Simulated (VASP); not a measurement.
# CuI (P4/nmm) in VASP: further runs

CuI is run at these levels: PBE+D3(BJ); tasks: single point, relaxation of cell and atoms.

Everything below comes from runs of VASP 6.6.1. Logs are shortened: lines on timing, memory, paths and dates and some standing lists are left out, and cuts for length are marked.

### Step 1. The cell of the first run

It takes space group P4/nmm (No. 129, tetragonal). The conventional cell has a = 3.912 Å, b = 3.912 Å, c = 5.845 Å, α = 90.00°, β = 90.00°, γ = 90.00°. Cu (site symmetry -4m2) has 4 I at 2.61 Å and 4 Cu at 2.77 Å within 3.4 Å. Within 3.4 Å of I (site symmetry 4mm) lie 4 Cu at 2.61 Å.

### Step 2. Single point, PBE+D3(BJ)

Input file INCAR:

```
PREC = Accurate ; ENCUT = 520
EDIFF = 1E-6 ; ISMEAR = 0
SIGMA = 0.01 ; LREAL = F
LASPH = T ; NELM = 100
ALGO = Normal ; ISIF = 2
LWAVE = F ; LCHARG = T
GGA = PE ; IVDW = 12
LELF = T ; LVHAR = T
NBANDS = 26
```

Input file KPOINTS:

```
regular mesh
0
Gamma
  8 8 6
```

Input file POSCAR:

```
CuI
1.0
    3.9120674822      0.0000000000      0.0000000000
    0.0000000000      3.9120674822      0.0000000000
    0.0000000000      0.0000000000      5.8452818418
Cu I
2 2
Direct
    0.5000000000      0.5000000000      0.0000000000
    0.0000000000      0.0000000000      0.0000000000
    0.5000000000      0.0000000000      0.2949364666
    0.0000000000      0.5000000000      0.7050635334
```

Potentials or basis: VASP PAW PBE potentials, release 64 (Cu, I).

Run with:

```bash
cat potpaw_PBE.64/Cu/POTCAR potpaw_PBE.64/I/POTCAR > POTCAR
mpirun -np 1 vasp_std > vasp.out
```

OUTCAR:

```text
PREC = Accurate
   ENCUT = 520
   EDIFF = 1E-6
   ISMEAR = 0
   LREAL = F
   LASPH = T
   NELM = 100
   ISIF = 2
   GGA = PE
   IVDW = 12
 IVDW          = 12

 ion  position               nearest neighbor table
   1  0.500  0.500  0.000-   3 2.61   4 2.61   3 2.61   4 2.61   2 2.77   2 2.77   2 2.77   2 2.77

   2  0.000  0.000  0.000-   3 2.61   4 2.61   4 2.61   3 2.61   1 2.77   1 2.77   1 2.77   1 2.77

   3  0.500  0.000  0.295-   1 2.61   2 2.61   1 2.61   2 2.61
   4  0.000  0.500  0.705-   1 2.61   2 2.61   2 2.61   1 2.61

  LATTYP: Found a simple tetragonal cell.
 ALAT       =     3.9120674822
 C/A-ratio  =     1.4941669254

  Lattice vectors:

 A1 = (   3.9120674822,   0.0000000000,   0.0000000000)
 A2 = (   0.0000000000,   3.9120674822,   0.0000000000)
 A3 = (   0.0000000000,   0.0000000000,   5.8452818418)

Analysis of symmetry for initial positions (statically):
=====================================================================
 Subroutine PRICEL returns:
 Original cell was already a primitive cell.

 Routine SETGRP: Setting up the symmetry group for a
 simple tetragonal supercell.

 Subroutine GETGRP returns: Found 16 space group operations
 (whereof  8 operations were pure point group operations)
 out of a pool of 16 trial point group operations.

The static configuration has the point symmetry D_2d.
 The point group associated with its full space group is D_4h.

Analysis of symmetry for dynamics (positions and initial velocities):
=====================================================================
 Subroutine PRICEL returns:
 Original cell was already a primitive cell.

 Routine SETGRP: Setting up the symmetry group for a
 simple tetragonal supercell.

 Subroutine GETGRP returns: Found 16 space group operations
 (whereof  8 operations were pure point group operations)
 out of a pool of 16 trial point group operations.

The dynamic configuration has the point symmetry D_2d.
 The point group associated with its full space group is D_4h.

 Subroutine INISYM returns: Found 16 space group operations
 (whereof  8 operations are pure point group operations),
 and found     1 'primitive' translations

----------------------------------------------------------------------------------------

                                     Primitive cell

  volume of cell :      89.4578

  direct lattice vectors                    reciprocal lattice vectors
     3.912067482  0.000000000  0.000000000     0.255619312  0.000000000  0.000000000
     0.000000000  3.912067482  0.000000000     0.000000000  0.255619312  0.000000000
     0.000000000  0.000000000  5.845281842     0.000000000  0.000000000  0.171078149

  length of vectors
     3.912067482  3.912067482  5.845281842     0.255619312  0.255619312  0.171078149

  position of ions in fractional coordinates (direct lattice)
     0.500000000  0.500000000  0.000000000
     0.000000000  0.000000000  0.000000000
     0.500000000  0.000000000  0.294936467
     0.000000000  0.500000000  0.705063533

  ion indices of the primitive-cell ions
   primitive index   ion index
                 1           1
                 2           2
                 3           3
                 4           4

----------------------------------------------------------------------------------------

 KPOINTS: regular mesh

Automatic generation of k-mesh.
 Grid dimensions read from file:
 generate k-points for:    8    8    6

 Generating k-lattice:

  Cartesian coordinates                     Fractional coordinates (reciprocal lattice)
     0.031952414  0.000000000  0.000000000     0.125000000  0.000000000  0.000000000
     0.000000000  0.031952414  0.000000000     0.000000000  0.125000000  0.000000000
     0.000000000  0.000000000  0.028513025     0.000000000  0.000000000  0.166666667

  Length of vectors
     0.031952414  0.031952414  0.028513025

  Shift w.r.t. Gamma in fractional coordinates (k-lattice)
     0.000000000  0.000000000  0.000000000

 Subroutine IBZKPT returns following result:
 ===========================================

 Found     60 irreducible k-points:

 Following reciprocal coordinates:
            Coordinates               Weight
  0.000000  0.000000  0.000000      1.000000
  0.125000  0.000000  0.000000      4.000000
  0.250000  0.000000  0.000000      4.000000
  0.375000  0.000000  0.000000      4.000000
  0.500000  0.000000  0.000000      2.000000
  0.125000  0.125000  0.000000      4.000000
[... 16 lines left out ...]
  0.375000  0.125000  0.166667     16.000000
  0.500000  0.125000  0.166667      8.000000
 [... further k-points ...]
   k-points           NKPTS =     60   k-points in BZ     NKDIM =     60   number of bands    NBANDS=     26
   number of dos      NEDOS =    301   number of ions     NIONS =      4
   total plane-waves  NPLWV =  43200
   dimension x,y,z NGX =    30 NGY =   30 NGZ =   48
   dimension x,y,z NGXF=    60 NGYF=   60 NGZF=   96
   ions per type =               2   2
[... 37 lines left out ...]
   GGA     = PE    functional components
   LHFCALC =     F    Hartree Fock is set to
   AEXX    =    0.0000 exact exchange contribution
   IVDW    =    12    specifies the selected vdW correction
   LEPSILON=     F    determine dielectric tensor
   LRPA    =     F    only Hartree local field effects (RPA)
 non-spin polarized calculation
 Gauss-broadening in eV      SIGMA  =   0.01
  energy-cutoff  :      520.00
  volume of cell :       89.46
 maximum number of plane-waves:      2432
 NGX is ok and might be reduce to    30
   NGX = 15   NGY = 15   NGZ = 21

 number of electron      36.0000015 magnetization

 Free energy of the ion-electron system (eV)
  ---------------------------------------------------
  ext. energy  EPLUGINS =         0.00000000
  ---------------------------------------------------
  free energy    TOTEN  =       -10.66639065 eV

  energy without entropy =      -10.66639065  energy(sigma->0) =      -10.66639065

 E-fermi :   6.9187     XC(G=0): -10.1196

 val. band max:        6.8657397372   @ k =   0.0000   0.0000   0.0000
 cond. band min:       8.3976887408   @ k =   0.0000   0.0000   0.0000
 fundamental gap:      1.5319490036
 Fermi energy:         6.9187405019

 k-point     1 :       0.0000    0.0000    0.0000
  band No.  band energies     occupation
      1      -8.0052      2.00000
      2      -6.6740      2.00000
      3      -0.0463      2.00000
      4       2.7046      2.00000
      5       2.8414      2.00000
      6       2.8414      2.00000
[... 18 lines left out ...]
     25      15.0981      0.00000
     26      15.9177      0.00000

 k-point     2 :       0.1250    0.0000    0.0000
  band No.  band energies     occupation
      1      -7.9202      2.00000
      2      -6.6679      2.00000
      3       0.0889      2.00000
      4       2.5963      2.00000
      5       2.6356      2.00000
      6       2.7263      2.00000
[... 18 lines left out ...]
     25      15.7426      0.00000
     26      15.8979      0.00000

 k-point     3 :       0.2500    0.0000    0.0000
  band No.  band energies     occupation
      1      -7.6829      2.00000
      2      -6.6790      2.00000
      3       0.4822      2.00000
      4       1.7602      2.00000
      5       2.0871      2.00000
      6       2.6927      2.00000
[... 18 lines left out ...]
     25      14.9270      0.00000
     26      15.6898      0.00000

 k-point     4 :       0.3750    0.0000    0.0000
  band No.  band energies     occupation
      1      -7.3494      2.00000
      2      -6.7781      2.00000
      3       1.0794      2.00000
      4       1.1645      2.00000
      5       1.4679      2.00000
      6       2.4256      2.00000
[... 18 lines left out ...]
     25      14.4319      0.00000
     26      14.5722      0.00000
[... 496 lines left out ...]
      1      -7.5519      2.00000
      2      -6.7278      2.00000
      3       0.6016      2.00000
      4       1.6780      2.00000
      5       1.9575      2.00000
      6       2.7653      2.00000
[... 18 lines left out ...]
     25      13.4579      0.00000
     26      15.0547      0.00000

 k-point    23 :       0.3750    0.1250    0.1667
  band No.  band energies     occupation
      1      -7.2462      2.00000
      2      -6.7748      2.00000
      3       0.7012      2.00000
      4       1.1462      2.00000
      5       1.7544      2.00000
      6       2.5992      2.00000
[... 18 lines left out ...]
     25      14.5566      0.00000
     26      15.0021      0.00000

 k-point    24 :       0.5000    0.1250    0.1667
  band No.  band energies     occupation
      1      -6.9550      2.00000
      2      -6.9550      2.00000
      3       0.7575      2.00000
      4       0.7575      2.00000
      5       2.1805      2.00000
      6       2.1805      2.00000
[... 18 lines left out ...]
     25      14.4199      0.00000
     26      14.4199      0.00000

 [... further k-points ...]

------------------------ aborting loop because EDIFF is reached ----------------------------------------

 Edisp (eV)   -1.72694

 E8    (eV) :    -0.7580

  FORCE on cell =-STRESS in cart. coord.  units (eV):
  Direction    XX          YY          ZZ          XY          YZ          ZX
  --------------------------------------------------------------------------------------
  -------------------------------------------------------------------------------------
  Total       2.43091     2.43091     2.41232     0.00000     0.00000    -0.00000
  in kB      43.53728    43.53728    43.20436     0.00000     0.00000    -0.00000
  external pressure =       43.43 kB  Pullay stress =        0.00 kB

 VOLUME and BASIS-vectors are now :
 -----------------------------------------------------------------------------
  energy-cutoff  :      520.00
  volume of cell :       89.46
      direct lattice vectors                 reciprocal lattice vectors
     3.912067482  0.000000000  0.000000000     0.255619312  0.000000000  0.000000000
     0.000000000  3.912067482  0.000000000     0.000000000  0.255619312  0.000000000
     0.000000000  0.000000000  5.845281842     0.000000000  0.000000000  0.171078149

 POSITION                                       TOTAL-FORCE (eV/Angst)
 -----------------------------------------------------------------------------------
      1.95603      1.95603      0.00000         0.000000      0.000000      0.000000
      0.00000      0.00000      0.00000         0.000000     -0.000000      0.000000
      1.95603      0.00000      1.72399         0.000000     -0.000000      0.009863
      0.00000      1.95603      4.12130         0.000000      0.000000     -0.009863
 -----------------------------------------------------------------------------------
    total drift:                                0.000000      0.000000      0.000000

  FREE ENERGIE OF THE ION-ELECTRON SYSTEM (eV)
  ---------------------------------------------------
  free  energy   TOTEN  =       -12.3933319653 eV

  energy  without entropy=      -12.3933319653  energy(sigma->0) =      -12.39333197
```

Run time: 2.3 min. Hardware: 1 thread of Intel Xeon Platinum 8124M at 3.00GHz (Skylake/Cascade Lake), shared host; peak memory 0.28 GiB.

What came out:

| Item | Value |
| --- | --- |
| Free energy | -12.3933 eV |
| Pressure | 4.3 GPa |
| Largest force | 0.010 eV/Å |
| Band gap on the k mesh | 1.53 eV |
| Dispersion energy per atom | -0.432 eV |

Forces on the atoms (eV/Å):
```
Cu   0.000  0.000  0.000
Cu   0.000  0.000  0.000
I    0.000  0.000  0.010
I    0.000  0.000 -0.010
```

Caveat: the cell stands under pressure; spin-orbit coupling is left out, which moves the levels of the heavy elements. A k mesh can miss the band edges.

### Step 3. Relaxation of cell and atoms, PBE+D3(BJ), target pressure 4.23 GPa, at which the enthalpy is minimised

Input file INCAR:

```
PREC     = Accurate       # precision mode
ENCUT    = 600            # plane-wave cutoff, eV
EDIFF    = 1E-7           # SCF threshold, eV
ISMEAR   = 0              # smearing method
SIGMA    = 0.01           # smearing width, eV
LREAL    = False          # projectors in reciprocal space
LASPH    = True           # aspherical terms in the spheres
NELM     = 100            # most SCF steps
ALGO     = Normal         # electronic algorithm
ISIF     = 3              # what is computed and relaxed
LWAVE    = False          # write WAVECAR
LCHARG   = False          # write CHGCAR
GGA      = PE             # functional
IVDW     = 12             # dispersion correction
IBRION   = 2              # ionic algorithm
NSW      = 80             # ionic steps
EDIFFG   = -0.002         # ionic threshold
PSTRESS  = 42.300000000000004
```

Input file KPOINTS:

```
Automatic mesh
0
Gamma
  8 8 6
```

Input file POSCAR:

```
CuI
1.0
    3.9207173420      0.0000000000      0.0000000000
    0.0000000000      3.9207173420      0.0000000000
    0.0000000000      0.0000000000      5.8304162831
Cu I
2 2
Direct
    0.5000000000      0.5000000000      0.0000000000
    0.0000000000      0.0000000000      0.0000000000
    0.5000000000      0.0000000000      0.2945163168
    0.0000000000      0.5000000000      0.7054836832
```

Potentials or basis: VASP PAW PBE potentials, release 64 (Cu, I).

Run with:

```bash
cat potpaw_PBE.64/Cu/POTCAR potpaw_PBE.64/I/POTCAR > POTCAR
mpirun -np 1 vasp_std > vasp.out
```

Run time: 8.8 min. Hardware: 1 thread of Intel Xeon Platinum 8124M at 3.00GHz (Skylake/Cascade Lake), shared host; peak memory 0.32 GiB.

It converged, with:

```
Free energy                                                : -12.3964 eV
Relaxed volume                                             : 22.39 Å³/atom
Relaxed cell                                               : a = 3.917 Å, b = 3.917 Å, c = 5.837 Å, α = 90.00°, β = 90.00°, γ = 90.00°
Space group after relaxing (to 0.1 Å)                      : P4/nmm (No. 129)
Energy change on relaxing (the run minimises the enthalpy) : +0.3 meV/atom
Ionic steps                                                : 12
Pressure after relaxing                                    : 4.2 GPa
Band gap on the k mesh                                     : 1.53 eV
Dispersion energy per atom                                 : -0.431 eV
```

Step by step:
```
step  energy change (eV)  largest force (eV/Å)  pressure (GPa)  volume (Å³)
   1              0.0000                0.0351            4.29        89.63
   2             -0.0030                0.0033            4.14        89.74
   3             -0.0024                0.0099            4.17        89.71
   4             -0.0005                0.0055            4.20        89.64
   5              0.0010                0.0022            4.23        89.58
   6              0.0039                0.0044            4.28        89.47
   7              0.0018                0.0004            4.23        89.55
   8              0.0021                0.0001            4.24        89.54
   9              0.0020                0.0001            4.25        89.55
  10              0.0019                0.0003            4.25        89.55
  11              0.0008                0.0044            4.21        89.59
  12              0.0013                0.0020            4.22        89.57
```

Final structure:
```xyz
4
Lattice="3.9171 0.0000 0.0000 0.0000 3.9171 0.0000 0.0000 0.0000 5.8375" Properties=species:S:1:pos:R:3 pbc="T T T"
Cu    1.9586    1.9586    0.0000
Cu    0.0000    0.0000    0.0000
I     1.9586    0.0000    1.7225
I     0.0000    1.9586    4.1150
```

Levels at points of the mesh, in eV from the valence-band top:
| k point | band 14 | band 15 | band 16 | band 17 | band 18 | band 19 | band 20 | band 21 | band 22 |
| --- | --- | --- | --- | --- | --- | --- | --- | --- | --- |
| (0.00, 0.00, 0.00) | -1.93 | -1.57 | -1.46 | 0.00 | 0.00 | 1.53 | 2.90 | 3.39 | 4.41 |
| (0.50, 0.00, 0.00) | -2.43 | -1.71 | -1.71 | -0.85 | -0.85 | 4.07 | 4.07 | 4.23 | 4.23 |
| (0.50, 0.50, 0.00) | -2.18 | -2.18 | -2.18 | -1.58 | -1.58 | 1.95 | 1.95 | 2.05 | 2.05 |
| (0.00, 0.00, 0.50) | -1.64 | -1.64 | -1.57 | -0.95 | -0.95 | 3.54 | 3.54 | 3.71 | 3.97 |
| (0.50, 0.00, 0.50) | -2.44 | -0.97 | -0.97 | -0.76 | -0.76 | 1.87 | 1.87 | 5.21 | 5.21 |
| (0.50, 0.50, 0.50) | -2.34 | -2.18 | -2.18 | -1.31 | -1.31 | 4.23 | 4.23 | 4.50 | 4.50 |

Caveat: the cell is relaxed towards a set pressure, so the run minimises the enthalpy, not the energy; spin-orbit coupling is left out, which moves the levels of the heavy elements. A k mesh can miss the band edges.

### Step 4. Single point, PBE+D3(BJ)

Input file INCAR:

```
SYSTEM = CuI
  PREC = Accurate
  ENCUT = 520
  EDIFF = 1E-6
  ISMEAR = 0
  SIGMA = 0.02
  LREAL = .FALSE.
  LASPH = .TRUE.
  NELM = 100
  ALGO = Normal
  ISIF = 2
  LWAVE = .FALSE.
  LCHARG = .FALSE.
  GGA = PE
  IVDW = 12
  NBANDS = 26
```

Input file KPOINTS:

```
regular mesh
0
G
  8 8 6
  0 0 0
```

Input file POSCAR:

```
CuI
1.0
    3.9120674822      0.0000000000      0.0000000000
    0.0000000000      3.9120674822      0.0000000000
    0.0000000000      0.0000000000      5.8452818418
Cu I
2 2
Direct
    0.5000000000      0.5000000000      0.0000000000
    0.0000000000      0.0000000000      0.0000000000
    0.5000000000      0.0000000000      0.2949364666
    0.0000000000      0.5000000000      0.7050635334
```

Run with:

```bash
cat potpaw_PBE.64/Cu/POTCAR potpaw_PBE.64/I/POTCAR > POTCAR
mpirun -np 1 vasp_std > vasp.out
```

It took 1.7 min on 1 thread of Intel Xeon Platinum 8124M at 3.00GHz (Skylake/Cascade Lake), shared host; peak memory 0.28 GiB.

Results (log left out):

* Free energy: -12.3933 eV
* Pressure: 4.3 GPa
* Largest force: 0.010 eV/Å
* Band gap on the k mesh: 1.53 eV
* Dispersion energy per atom: -0.432 eV

Forces on the atoms (eV/Å):
```
Cu   0.000  0.000  0.000
Cu   0.000  0.000  0.000
I    0.000  0.000  0.010
I    0.000  0.000 -0.010
```

Levels at points of the mesh, in eV from the valence-band top:
```tsv
k point	band 14	band 15	band 16	band 17	band 18	band 19	band 20	band 21	band 22	band 23
(0.00, 0.00, 0.00)	-1.93	-1.58	-1.46	0.00	0.00	1.53	2.91	3.39	4.41	4.41
(0.50, 0.00, 0.00)	-2.44	-1.72	-1.72	-0.85	-0.85	4.07	4.07	4.24	4.24	6.82
(0.50, 0.50, 0.00)	-2.19	-2.18	-2.18	-1.58	-1.58	1.94	1.94	2.05	2.05	10.21
(0.00, 0.00, 0.50)	-1.64	-1.64	-1.58	-0.95	-0.95	3.54	3.56	3.72	3.97	4.86
(0.50, 0.00, 0.50)	-2.44	-0.98	-0.98	-0.76	-0.76	1.87	1.87	5.21	5.21	5.60
(0.50, 0.50, 0.50)	-2.35	-2.18	-2.18	-1.31	-1.31	4.22	4.22	4.50	4.50	5.71
```

Caveat: the cell stands under pressure; spin-orbit coupling is left out, which moves the levels of the heavy elements. A k mesh can miss the band edges.

### Step 5. Summary

| task | cell | cutoff (eV) | smearing | gap on the mesh (eV) | pressure (GPa) | largest force (eV/Å) |
| --- | --- | --- | --- | --- | --- | --- |
| single point | a = 3.912, b = 3.912, c = 5.845 Å, 4 atoms | 520 | gaussian 0.01 eV | 1.53 | 4.3 | 0.01 |
| relaxation of cell and atoms | relaxed to 4.23 GPa from a = 3.921, b = 3.921, c = 5.830 Å, 4 atoms | 600 | gaussian 0.01 eV | 1.53 | 4.2 | - |
| single point | a = 3.912, b = 3.912, c = 5.845 Å, 4 atoms | 520 | gaussian 0.02 eV | 1.53 | 4.3 | 0.01 |

Alike in all rows: level PBE+D3(BJ); potentials or basis VASP PAW PBE potentials, release 64 (Cu, I); no spin polarisation; k mesh 8 × 8 × 6.

Caveats: spin-orbit coupling is left out, which moves the levels of the heavy elements; the cell stands under pressure (at least some runs); the cell is relaxed towards a set pressure, so the run minimises the enthalpy, not the energy (at least some runs).

Total energies depend on the potentials used, so only differences within one code and one set of settings carry meaning.
